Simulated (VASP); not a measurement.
Here is a VASP 6.6.1 calculation.

Contents of INCAR:

```
PREC = Accurate
ENCUT = 520
EDIFF = 1E-7
ISMEAR = 0
SIGMA = 0.01
LREAL = F
LASPH = T
NELM = 60
ALGO = Normal
ISIF = 2
LWAVE = F
LCHARG = F
GGA = PE
NBANDS = 24
```

The input KPOINTS:

```
Automatic mesh
0
Gamma
  6 6 6
```

File POSCAR:

```
BaCaTe2
1.0
    2.3777087434      1.3727707830      7.7774839928
   -2.3777087434      1.3727707830      7.7774839928
    0.0000000000     -2.7455415661      7.7774839928
Ca Ba Te
1 1 2
Direct
    1.0000000000      0.0000000000      0.0000000000
    0.5000000000      0.5000000000      0.5000000000
    0.2584182469      0.2584182469      0.2584182469
    0.7415817531      0.7415817531      0.7415817531
```

Potentials or basis: VASP PAW PBE potentials, release 64 (Ca_sv, Ba_sv, Te).

Launch:

```bash
$ cat potpaw_PBE.64/Ca_sv/POTCAR potpaw_PBE.64/Ba_sv/POTCAR potpaw_PBE.64/Te/POTCAR > POTCAR
$ mpirun -np 1 vasp_std > vasp.out
```

Task: What does it give for the pressure?

Result: 0.2 GPa.

Task: Estimate the band gap on the k mesh.

Result: 1.44 eV (least direct gap 2.14 eV).

Task: What does it give for the largest force?

Result: 0.041 eV/Å.

Forces on the atoms (eV/Å):
```
Ca   0.000  0.000  0.000
Ba   0.000  0.000  0.000
Te   0.000  0.000  0.041
Te   0.000  0.000 -0.041
```

Caveat: spin-orbit coupling is left out, which moves the levels of the heavy elements. A k mesh can miss the band edges.
